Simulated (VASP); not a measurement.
Here is a VASP 6.6.1 calculation.

File INCAR:

```
SYSTEM = Mo
ALGO     = Normal         ! electronic algorithm
EDIFF    = 1E-6           ! SCF threshold, eV
ENCUT    = 520            ! plane-wave cutoff, eV
GGA      = PS             ! functional
ISIF     = 2              ! what is computed and relaxed
ISMEAR   = -1             ! smearing method
LASPH    = .True.         ! aspherical terms in the spheres
LCHARG   = .True.         ! write CHGCAR
LELF     = .True.         ! ELF
LREAL    = .False.        ! projectors in reciprocal space
LVHAR    = .True.       
LWAVE    = .False.        ! write WAVECAR
NBANDS   = 13             ! bands
NELM     = 100            ! most SCF steps
PREC     = Accurate       ! precision mode
SIGMA    = 0.13605693000000002 ! smearing width, eV
```

The input KPOINTS:

```
k-points
0
Gamma
  13 13 13
  0 0 0
```

The input POSCAR:

```
Mo
1.0
    2.5801746572      0.0000000000      0.0000000000
    0.0000000000      2.5801746572      0.0000000000
    0.0000000000      0.0000000000      2.5801746572
Mo
1
Direct
    0.0000000000      0.0000000000      0.0000000000
```

Potentials or basis: VASP PAW PBE potentials, release 64 (Mo_sv).

Launch:

```console
$ cat potpaw_PBE.64/Mo_sv/POTCAR > POTCAR
$ mpirun -np 1 vasp_std > vasp.out
```

Problem. Predict the band gap on the k mesh.

Solution. Zero (band 7 reaches 12.35 eV, above the bottom of band 8 at 10.25 eV).

Problem. Predict the pressure.

Solution. -1.6 GPa.

Caveat: the PAW data sets were made with another functional, which shifts forces and pressure a little.
